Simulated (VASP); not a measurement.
# TiO2 (I4_1/amd) in VASP: notebook

The runs below take TiO2 through electric field gradients, with LDA.

Everything below comes from runs of VASP 6.6.1. Logs are shortened: lines on timing, memory, paths and dates and some standing lists are left out, and cuts for length are marked.

### Step 1. The cell of the first run

The structure is tetragonal, space group I4_1/amd (No. 141). The conventional cell has a = 3.747 Å, b = 3.747 Å, c = 9.514 Å, α = 90.00°, β = 90.00°, γ = 90.00°. Ti (site symmetry -4m2) has 6 O at 1.92 to 1.97 Å within 2.5 Å. Within 2.5 Å of O (site symmetry 2mm) lie 3 Ti at 1.92 to 1.97 Å and 2 O at 2.43 Å.

### Step 2. Electric field gradients, LDA (equal xx and yy strain of -1 %)

INCAR reads:

```
PREC = Accurate
ENCUT = 520
EDIFF = 1E-8
ISMEAR = -1
SIGMA = 0.08
LREAL = F
LASPH = T
NELM = 60
ALGO = Normal
ISIF = 2
LWAVE = F
LCHARG = F
LEFG = T
NBANDS = 33
```

KPOINTS reads:

```
regular mesh
0
Gamma
  13 13 13
```

POSCAR reads:

```
TiO2
1.0
   -1.8735750000      1.8735750000      4.7570000000
    1.8735750000     -1.8735750000      4.7570000000
    1.8735750000      1.8735750000     -4.7570000000
Ti O
2 4
Direct
    0.0000000000      0.0000000000      0.0000000000
    0.7500000000      0.2500000000      0.5000000000
    0.2066000000      0.2066000000      0.0000000000
    0.9566000000      0.4566000000      0.5000000000
    0.5434000000      0.0434000000      0.5000000000
    0.7934000000      0.7934000000      0.0000000000
```

Potentials or basis: VASP PAW LDA potentials, release 64 (Ti_sv, O).

Command:

```sh
$ cat potpaw_LDA.64/Ti_sv/POTCAR potpaw_LDA.64/O/POTCAR > POTCAR
$ mpirun -np 1 vasp_std > vasp.out
```

OUTCAR:

```text
PREC = Accurate
   ENCUT = 520
   EDIFF = 1E-8
   ISMEAR = -1
   LREAL = F
   LASPH = T
   NELM = 60
   ISIF = 2

 ion  position               nearest neighbor table
   1  0.000  0.000  0.000-   4 1.92   5 1.92   5 1.92   4 1.92   3 1.97   6 1.97
   2  0.750  0.250  0.500-   3 1.92   6 1.92   6 1.92   3 1.92   4 1.97   5 1.97
   3  0.207  0.207  0.000-   2 1.92   2 1.92   1 1.97
   4  0.957  0.457  0.500-   1 1.92   1 1.92   2 1.97
   5  0.543  0.043  0.500-   1 1.92   1 1.92   2 1.97
   6  0.793  0.793  0.000-   2 1.92   2 1.92   1 1.97

  LATTYP: Found a body centered tetragonal cell.
 ALAT       =     3.7471500000
 C/A-ratio  =     2.5389963039

  Lattice vectors:

 A1 = (  -1.8735750000,   1.8735750000,   4.7570000000)
 A2 = (   1.8735750000,  -1.8735750000,   4.7570000000)
 A3 = (   1.8735750000,   1.8735750000,  -4.7570000000)

Analysis of symmetry for initial positions (statically):
=====================================================================
 Subroutine PRICEL returns:
 Original cell was already a primitive cell.

 Routine SETGRP: Setting up the symmetry group for a
 body centered tetragonal supercell.

 Subroutine GETGRP returns: Found 16 space group operations
 (whereof  8 operations were pure point group operations)
 out of a pool of 16 trial point group operations.

The static configuration has the point symmetry D_2d.
 The point group associated with its full space group is D_4h.

Analysis of symmetry for dynamics (positions and initial velocities):
=====================================================================
 Subroutine PRICEL returns:
 Original cell was already a primitive cell.

 Routine SETGRP: Setting up the symmetry group for a
 body centered tetragonal supercell.

 Subroutine GETGRP returns: Found 16 space group operations
 (whereof  8 operations were pure point group operations)
 out of a pool of 16 trial point group operations.

The dynamic configuration has the point symmetry D_2d.
 The point group associated with its full space group is D_4h.

 Subroutine INISYM returns: Found 16 space group operations
 (whereof  8 operations are pure point group operations),
 and found     1 'primitive' translations

----------------------------------------------------------------------------------------

                                     Primitive cell

  volume of cell :      66.7937

  direct lattice vectors                    reciprocal lattice vectors
    -1.873575000  1.873575000  4.757000000     0.000000000  0.266869487  0.105108262
     1.873575000 -1.873575000  4.757000000     0.266869487  0.000000000  0.105108262
     1.873575000  1.873575000 -4.757000000     0.266869487  0.266869487  0.000000000

  length of vectors
     5.445146055  5.445146055  5.445146055     0.286822367  0.286822367  0.377410449

  position of ions in fractional coordinates (direct lattice)
     0.000000000  0.000000000  0.000000000
     0.750000000  0.250000000  0.500000000
     0.206600000  0.206600000  0.000000000
     0.956600000  0.456600000  0.500000000
     0.543400000  0.043400000  0.500000000
     0.793400000  0.793400000  0.000000000

  ion indices of the primitive-cell ions
   primitive index   ion index
                 1           1
                 2           2
                 3           3
                 4           4
                 5           5
                 6           6

----------------------------------------------------------------------------------------

 KPOINTS: regular mesh

Automatic generation of k-mesh.
 Grid dimensions read from file:
 generate k-points for:   13   13   13
[... 49 lines left out ...]
   dimension x,y,z NGX =    40 NGY =   40 NGZ =   40
   dimension x,y,z NGXF=    80 NGYF=   80 NGZF=   80
   ions per type =               2   4
   NGX,Y,Z   is equivalent  to a cutoff of  12.21, 12.21, 12.21 a.u.
   NGXF,Y,Z  is equivalent  to a cutoff of  24.42, 24.42, 24.42 a.u.
 SYSTEM =  unknown system
   PREC   = accura    normal or accurate (medium, high low for compatibility)
   ISTART =      0    job   : 0-new  1-cont  2-samecut
   ICHARG =      2    charge: 1-file 2-atom 10-const
   ISPIN  =      1    spin polarized calculation?
   LNONCOLLINEAR =      F non collinear calculations
   LSORBIT =      F    spin-orbit coupling
   LASPH  =      T    aspherical Exc in radial PAW
   ENCUT  =  520.0 eV  38.22 Ry    6.18 a.u.  10.12 10.12 10.12*2*pi/ulx,y,z
   NELM   =     60;   NELMIN=  2; NELMDL= -5     # of ELM steps
   EDIFF  = 0.1E-07   stopping-criterion for ELM
   LREAL  =      F    real-space projection
   EDIFFG = 0.1E-06   stopping-criterion for IOM
   NSW    =      0    number of steps for IOM
   IBRION =     -1    ionic relax: 0-MD 1-quasi-New 2-CG
   NFREE  =      0    steps in history (QN), initial steepest desc. (CG)
   ISIF   =      2    stress and relaxation
   ISYM   =      2    0-nonsym 1-usesym 2-fastsym
   POTIM  = 0.5000    time-step for ionic-motion
   TEBEG  =    0.0;   TEEND  =   0.0 temperature during run
   PSTRESS=    0.0 pullay stress
   NELECT =      48.0000    total number of electrons
   NUPDOWN=      -1.0000    fix difference up-down
   EMIN   =  10.00;   EMAX   =-10.00  energy-range for DOS
   EFERMI =   0.00;   METHOD = LEGACY
   ISMEAR =    -1;   SIGMA  =   0.08  broadening in eV -4-tet -1-fermi 0-gaus
   EFERMI_NEDOS =   21; number of points for ismear=-14 and -15
   IALGO  =     38    algorithm
   IMIX   =      4    mixing-type and parameters
     AMIX     =   0.40;   BMIX     =  1.00
     AMIX_MAG =   1.60;   BMIX_MAG =  1.00
  volume/ion in A,a.u.               =      11.13        75.12
  Fermi-wavevector in a.u.,A,eV,Ry     =   1.466370  2.771037 29.255792  2.150240
  Thomas-Fermi vector in A             =   2.582115
   LORBIT       =      0    0 simple, 1 ext, 2 COOP (PROOUT), +10 PAW based schemes
   GGA     = CA    functional components
   LHFCALC =     F    Hartree Fock is set to
   AEXX    =    0.0000 exact exchange contribution
   IVDW    =     0    specifies the selected vdW correction
   LEPSILON=     F    determine dielectric tensor
   LRPA    =     F    only Hartree local field effects (RPA)
 non-spin polarized calculation
  energy-cutoff  :      520.00
  volume of cell :       66.79
 maximum number of plane-waves:      1814
   NGX = 21   NGY = 21   NGZ = 21

 number of electron      48.0000007 magnetization

 Free energy of the ion-electron system (eV)
  ---------------------------------------------------
  ext. energy  EPLUGINS =         0.00000000
  ---------------------------------------------------
  free energy    TOTEN  =       -58.83413102 eV

  energy without entropy =      -58.83413086  energy(sigma->0) =      -58.83413094

 E-fermi :   4.4056     XC(G=0): -11.4372

 val. band max:        3.2497255044   @ k =  -0.4615   0.4615   0.0000
 cond. band min:       5.3483311250   @ k =   0.0000   0.0000   0.0000
 fundamental gap:      2.0986056207
 Fermi energy:         4.4055943835

 k-point     1 :       0.0000    0.0000    0.0000
  band No.  band energies     occupation
      1     -52.2875      2.00000
      2     -52.2174      2.00000
      3     -29.2066      2.00000
      4     -28.9297      2.00000
      5     -28.9297      2.00000
      6     -28.8504      2.00000
[... 853 lines left out ...]
     32      10.0118      0.00000
     33      10.2385      0.00000

 [... further k-points ...]
[... 5 lines left out ...]
  --------------------------------------------------------------------------------------
  -------------------------------------------------------------------------------------
  Total       -0.3699196     -0.3699196      0.2029651      0.0000000     -0.0000000      0.0000000
  in kB       -8.8732483     -8.8732483      4.8685168      0.0000000     -0.0000000      0.0000000
  external PRESSURE =      -4.2926600 kB  Pullay stress =       0.0000000 kB

 VOLUME and BASIS-vectors are now :
 -----------------------------------------------------------------------------
  energy-cutoff  :      520.00
  volume of cell :       66.79
      direct lattice vectors                 reciprocal lattice vectors
    -1.873575000  1.873575000  4.757000000     0.000000000  0.266869487  0.105108262
     1.873575000 -1.873575000  4.757000000     0.266869487  0.000000000  0.105108262
     1.873575000  1.873575000 -4.757000000     0.266869487  0.266869487  0.000000000

 POSITION                                       TOTAL-FORCE (eV/Angst)
 -----------------------------------------------------------------------------------
      0.00000      0.00000      0.00000         0.000000      0.000000     -0.000000
     -0.00000      1.87358      2.37850         0.000000      0.000000     -0.000000
      0.00000      0.00000      1.96559         0.000000      0.000000      0.132491
     -0.00000      1.87358      4.34409        -0.000000     -0.000000      0.132491
     -0.00000      1.87358      0.41291        -0.000000     -0.000000     -0.132491
      0.00000      0.00000      7.54841        -0.000000     -0.000000     -0.132491
 -----------------------------------------------------------------------------------
    total drift:                                0.000000      0.000000     -0.000000

  FREE ENERGIE OF THE ION-ELECTRON SYSTEM (eV)
  ---------------------------------------------------
  free  energy   TOTEN  =       -58.8341310182 eV

  energy  without entropy=      -58.8341308595  energy(sigma->0) =      -58.83413094

 Electric field gradients (V/A^2)
---------------------------------------------------------------------
 ion       V_xx      V_yy      V_zz      V_xy      V_xz      V_yz
---------------------------------------------------------------------
   1      -4.652    -4.652     9.305     0.002     0.001     0.001
   2      -4.652    -4.652     9.305     0.002     0.001     0.001
   3      -4.018    11.710    -7.693    -0.003    -0.003    -0.003
   4      11.710    -4.018    -7.693    -0.003    -0.003    -0.003
   5      -4.018    11.710    -7.693    -0.003    -0.003    -0.003
   6      11.710    -4.018    -7.693    -0.003    -0.003    -0.003
---------------------------------------------------------------------

 Electric field gradients after diagonalization (V/A^2)
 (convention: |V_zz| > |V_xx| > |V_yy|)
----------------------------------------------------------------------
 ion       V_xx      V_yy      V_zz     asymmetry (V_yy - V_xx)/ V_zz
----------------------------------------------------------------------
   1      -4.655    -4.650     9.305       0.000
   2      -4.655    -4.650     9.305       0.000
   3      -7.693    -4.018    11.710       0.314
   4      -7.693    -4.018    11.710       0.314
   5      -7.693    -4.018    11.710       0.314
   6      -7.693    -4.018    11.710       0.314
----------------------------------------------------------------------

           NMR quadrupolar parameters

 Cq : quadrupolar parameter    Cq=e*Q*V_zz/h
 eta: asymmetry parameters     (V_yy - V_xx)/ V_zz
 Q  : nuclear electric quadrupole moment in mb (millibarn)
----------------------------------------------------------------------
 ion       Cq(MHz)       eta       Q (mb)
----------------------------------------------------------------------
   1       0.022       0.000       1.000
   2       0.022       0.000       1.000
   3       0.028       0.314       1.000
   4       0.028       0.314       1.000
   5       0.028       0.314       1.000
   6       0.028       0.314       1.000
----------------------------------------------------------------------
```

It took 12 min on 1 thread of Intel Xeon Platinum 8259CL at 2.50GHz (Skylake/Cascade Lake), shared host; peak memory 0.44 GiB.

What came out:

```
Free energy                             : -58.8341 eV
Pressure                                : -0.4 GPa
Largest force                           : 0.132 eV/Å
Band gap on the k mesh                  : 2.10 eV (least direct gap 2.41 eV)
Largest electric field gradient by atom : Ti +9.3; O +11.7 V/Å²
```

Forces on the atoms (eV/Å):
```
Ti   0.000  0.000  0.000
Ti   0.000  0.000  0.000
O    0.000  0.000  0.132
O    0.000  0.000  0.132
O    0.000  0.000 -0.132
O    0.000  0.000 -0.132
```

Levels at points of the mesh, in eV from the valence-band top:
```tsv
k point	band 20	band 21	band 22	band 23	band 24	band 25	band 26	band 27	band 28	band 29
(0.00, 0.00, 0.00)	-0.77	-0.74	-0.74	-0.46	-0.46	2.10	2.88	4.15	4.15	4.16
```

Electric field gradients, principal values (V/Å²):
```
atom   least  middle  greatest (by size)
1 Ti  -4.650  -4.655               9.305
2 Ti  -4.650  -4.655               9.305
 3 O  -4.018  -7.693              11.710
 4 O  -4.018  -7.693              11.710
 5 O  -4.018  -7.693              11.710
 6 O  -4.018  -7.693              11.710
```

Caveat: the cell differs from its parent crystal (equal xx and yy strain of -1 %); without QUAD_EFG the Cq values of the log hold for a quadrupole moment of 1 mb, not for the nuclei. A k mesh can miss the band edges.

(Continued in part 2 of 2.)
